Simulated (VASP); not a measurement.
# La (P6_3/mmc) in VASP: further runs, part 3 of 3

VASP 6.6.1. The steps go on from the part before.

## (6) Relaxation of cell and atoms, PBEsol, target pressure 17 GPa, at which the enthalpy is minimised

This run uses another cell than the first one: it holds 4 atoms, not 2.

INCAR reads:

```
  ALGO = Normal
  EDIFF = 1E-6
  EDIFFG = -0.005
  ENCUT = 600
  GGA = PS
  IBRION = 2
  ISIF = 3
  ISMEAR = -1
  LASPH = T
  LCHARG = F
  LREAL = F
  LWAVE = F
  NELM = 60
  NSW = 60
  PREC = Accurate
  PSTRESS = 170.0
  SIGMA = 0.08
```

KPOINTS reads:

```
k-points
0
Gamma
  11 11 3
```

POSCAR reads:

```
La
1.0
    3.2465490294      0.0000000000      0.0000000000
   -1.6232745147      2.8115939341      0.0000000000
    0.0000000000      0.0000000000     10.5512843455
La
4
Direct
    0.0000000000      0.0000000000      0.0000000000
    0.0000000000      0.0000000000      0.5000000000
    0.3333333333      0.6666666667      0.2500000000
    0.6666666667      0.3333333333      0.7500000000
```

Potentials or basis: VASP PAW PBE potentials, release 64 (La).

Started as:

```
cat potpaw_PBE.64/La/POTCAR > POTCAR
mpirun -np 1 vasp_std > vasp.out
```

OUTCAR:

```text
EDIFF = 1E-6
   EDIFFG = -0.005
   ENCUT = 600
   GGA = PS
   IBRION = 2
   ISIF = 3
   ISMEAR = -1
   LASPH = T
   LREAL = F
   NELM = 60
   NSW = 60
   PREC = Accurate
   PSTRESS = 170.0

 ion  position               nearest neighbor table
   1  0.000  0.000  0.000-   3 3.24   4 3.24   4 3.24   3 3.24   4 3.24   3 3.24
   2  0.000  0.000  0.500-   3 3.24   4 3.24   4 3.24   3 3.24   4 3.24   3 3.24
   3  0.333  0.667  0.250-   1 3.24   2 3.24   1 3.24   2 3.24   1 3.24   2 3.24
   4  0.667  0.333  0.750-   1 3.24   2 3.24   1 3.24   2 3.24   1 3.24   2 3.24

  LATTYP: Found a hexagonal cell.
 ALAT       =     3.2465490294
 C/A-ratio  =     3.2500000000

  Lattice vectors:

 A1 = (   3.2465490294,   0.0000000000,   0.0000000000)
 A2 = (  -1.6232745147,   2.8115939341,   0.0000000000)
 A3 = (   0.0000000000,   0.0000000000,  10.5512843455)

Analysis of symmetry for initial positions (statically):
=====================================================================
 Subroutine PRICEL returns:
 Original cell was already a primitive cell.

 Routine SETGRP: Setting up the symmetry group for a
 hexagonal supercell.

 Subroutine GETGRP returns: Found 24 space group operations
 (whereof 12 operations were pure point group operations)
 out of a pool of 24 trial point group operations.

The static configuration has the point symmetry D_3d.
 The point group associated with its full space group is D_6h.

Analysis of symmetry for dynamics (positions and initial velocities):
=====================================================================
 Subroutine PRICEL returns:
 Original cell was already a primitive cell.

 Routine SETGRP: Setting up the symmetry group for a
 hexagonal supercell.

 Subroutine GETGRP returns: Found 24 space group operations
 (whereof 12 operations were pure point group operations)
 out of a pool of 24 trial point group operations.

[... 122 lines left out ...]
   IALGO  =     38    algorithm
   IMIX   =      4    mixing-type and parameters
     AMIX     =   0.40;   BMIX     =  1.00
     AMIX_MAG =   1.60;   BMIX_MAG =  1.00
  volume/ion in A,a.u.               =      24.08       162.49
  Fermi-wavevector in a.u.,A,eV,Ry     =   1.260857  2.382674 21.629996  1.589760
  Thomas-Fermi vector in A             =   2.394345
   LORBIT       =      0    0 simple, 1 ext, 2 COOP (PROOUT), +10 PAW based schemes
   GGA     = PS    functional components
   LHFCALC =     F    Hartree Fock is set to
   AEXX    =    0.0000 exact exchange contribution
   IVDW    =     0    specifies the selected vdW correction
   LEPSILON=     F    determine dielectric tensor
   LRPA    =     F    only Hartree local field effects (RPA)
 conjugate gradient relaxation of ions
 non-spin polarized calculation
  energy-cutoff  :      600.00
  volume of cell :       96.31
 maximum number of plane-waves:      3259
 NGX is ok and might be reduce to    28

--------------------------------------- Ionic step        1  -------------------------------------------

 number of electron      43.9999998 magnetization

 Free energy of the ion-electron system (eV)
  ---------------------------------------------------
  ext. energy  EPLUGINS =         0.00000000
  ---------------------------------------------------
  free energy    TOTEN  =       -19.86058861 eV

  energy without entropy =      -19.73922088  energy(sigma->0) =      -19.79990474

------------------------ aborting loop because EDIFF is reached ----------------------------------------

  FORCE on cell =-STRESS in cart. coord.  units (eV):
  Direction    XX          YY          ZZ          XY          YZ          ZX
  --------------------------------------------------------------------------------------
  -------------------------------------------------------------------------------------
  Total        9.6444022      9.6444022      9.3495375     -0.0000000      0.0000000      0.0000000
  in kB      160.4375442    160.4375442    155.5323812     -0.0000000      0.0000000      0.0000000
  external PRESSURE =     -11.1975102 kB  Pullay stress =     170.0000000 kB
[... 227 lines left out ...]
--------------------------------------- Ionic step        7  -------------------------------------------

 number of electron      43.9999999 magnetization

 Free energy of the ion-electron system (eV)
  ---------------------------------------------------
  ext. energy  EPLUGINS =         0.00000000
  ---------------------------------------------------
  free energy    TOTEN  =       -19.70441783 eV

  energy without entropy =      -19.58374204  energy(sigma->0) =      -19.64407994

 E-fermi :  13.0650     XC(G=0): -11.6836

 val. band max:       13.0602742926   @ k =   0.1818   0.0909   0.0000
 cond. band min:      13.0735344738   @ k =   0.1818   0.0909   0.0000
 fundamental gap:      0.0132601811
 Fermi energy:        13.0650489533

 k-point     1 :       0.0000    0.0000    0.0000
  band No.  band energies     occupation
      1     -19.9325      2.00000
      2     -19.4612      2.00000
      3     -19.4574      2.00000
      4     -18.9111      2.00000
      5      -5.4939      2.00000
      6      -3.4852      2.00000
[... 685 lines left out ...]
     25      13.7065      0.00066
     26      14.0523      0.00001

 [... further k-points ...]
[... 5 lines left out ...]
  --------------------------------------------------------------------------------------
  -------------------------------------------------------------------------------------
  Total       10.0711736     10.0711736     10.0611159      0.0000000     -0.0000000      0.0000000
  in kB      170.2327779    170.2327780    170.0627733      0.0000000     -0.0000000      0.0000000
  external PRESSURE =       0.1761097 kB  Pullay stress =     170.0000000 kB
[... 23 lines left out ...]
  energy  without entropy=      -19.5837420423  energy(sigma->0) =      -19.64407994

  enthalpy is  TOTEN    =        -9.6470156681 eV   P V=       10.0574021603

 reached required accuracy - stopping structural energy minimisation
```

OSZICAR:

```text
N       E                     dE             d eps       ncg     rms          rms(c)
DAV:   1     0.591647846376E+03    0.59165E+03   -0.15879E+04  1680   0.283E+03
DAV:   2     0.138045406686E+03   -0.45360E+03   -0.44728E+03  2496   0.517E+02
DAV:   3     0.995336818781E+00   -0.13705E+03   -0.13567E+03  3140   0.324E+02
[... 56 lines left out ...]
       N       E                     dE             d eps       ncg     rms          rms(c)
DAV:   1    -0.197044508394E+02   -0.88343E-03   -0.28495E-03  2764   0.101E+00    0.281E-02
DAV:   2    -0.197044261070E+02    0.24732E-04   -0.10715E-04  2998   0.118E-01    0.140E-02
DAV:   3    -0.197044179400E+02    0.81670E-05   -0.41626E-05  3016   0.673E-02    0.333E-03
DAV:   4    -0.197044178284E+02    0.11160E-06   -0.16880E-06  1498   0.167E-02
   7 F= -.96470157E+01 E0= -.95866778E+01  d E =-.708814E-04
```

CONTCAR:

```text
La
   1.00000000000000
     3.2337795791724746    0.0000000000000000    0.0000000000000000
    -1.6168897895862373    2.8005352658151366    0.0000000000000000
     0.0000000000000000    0.0000000000000000   10.4663684031323658
  La
     4
Direct
     0.0000000000000000    0.0000000000000000    0.0000000000000000
     0.0000000000000000    0.0000000000000000    0.5000000000000000
     0.3333333332999970    0.6666666667000030    0.2500000000000000
     0.6666666667000030    0.3333333332999970    0.7500000000000000

  0.00000000E+00  0.00000000E+00  0.00000000E+00
  0.00000000E+00  0.00000000E+00  0.00000000E+00
  0.00000000E+00  0.00000000E+00  0.00000000E+00
  0.00000000E+00  0.00000000E+00  0.00000000E+00
```

It took 8.1 min on 1 thread of Intel Xeon 6975P-C, shared host; peak memory 0.31 GiB.

Results:

* Free energy: -19.7044 eV
* Relaxed volume: 23.70 Å³/atom
* Relaxed cell: a = 3.234 Å, b = 3.234 Å, c = 10.466 Å, α = 90.00°, β = 90.00°, γ = 120.00°
* Space group after relaxing (to 0.05 Å): P6_3/mmc (No. 194)
* Energy change on relaxing (the enthalpy is what falls): +39.0 meV/atom
* Ionic steps: 7
* Pressure after relaxing: 17.0 GPa
* Band gap on the k mesh: zero (band 22 reaches 14.27 eV, above the bottom of band 23 at 12.73 eV)

Step by step:
| step | energy change (eV) | largest force (eV/Å) | pressure (GPa) | volume (Å³) |
| --- | --- | --- | --- | --- |
| 1 | 0.0000 | 0.0000 | 15.88 | 96.31 |
| 2 | 0.2429 | 0.0000 | 17.63 | 93.98 |
| 3 | 0.1564 | 0.0000 | 17.00 | 94.79 |
| 4 | 0.1596 | 0.0000 | 17.03 | 94.75 |
| 5 | 0.1574 | 0.0000 | 17.02 | 94.77 |
| 6 | 0.1570 | 0.0000 | 17.03 | 94.78 |
| 7 | 0.1562 | 0.0000 | 17.02 | 94.79 |

Final structure:
```
La
1.0
     3.23378    0.00000    0.00000
    -1.61689    2.80054    0.00000
     0.00000    0.00000   10.46637
La
4
Direct
  0.00000 0.00000 0.00000
  0.00000 0.00000 0.50000
  0.33333 0.66667 0.25000
  0.66667 0.33333 0.75000
```

Caveat: the cell is relaxed towards a set pressure, so the enthalpy falls and the energy may rise; the PAW data sets were made with another functional, which shifts forces and pressure a little; spin-orbit coupling is left out, which moves the levels of the heavy elements.

## (7) Overview

```csv
task,cell,k mesh,cutoff (eV),gap on the mesh (eV),pressure (GPa)
single point,"a = 3.184, b = 3.184, c = 5.357 Å, angles 90.0, 90.0, 120.0°, 2 atoms",14 × 14 × 8,520,none,17.3
single point,"a = 3.184, b = 3.184, c = 5.359 Å, angles 90.0, 90.0, 120.0°, 2 atoms",14 × 14 × 8,520,none,17.3
single point,"a = 3.227, b = 3.227, c = 10.460 Å, angles 90.0, 90.0, 120.0°, 4 atoms",11 × 11 × 3,520,none,17.3
relaxation of cell and atoms,"relaxed to 17 GPa from a = 3.247, b = 3.247, c = 10.551 Å, angles 90.0, 90.0, 120.0°, 4 atoms",11 × 11 × 3,600,none,17.0
```

Alike in all rows: level PBEsol; potentials or basis VASP PAW PBE potentials, release 64 (La); no spin polarisation; smearing fermi-dirac 0.08 eV.

Caveats: the PAW data sets were made with another functional, which shifts forces and pressure a little; spin-orbit coupling is left out, which moves the levels of the heavy elements; the cell is relaxed towards a set pressure, so the enthalpy falls and the energy may rise (some runs).

Total energies depend on the potentials used, so only differences within one code and one set of settings carry meaning.
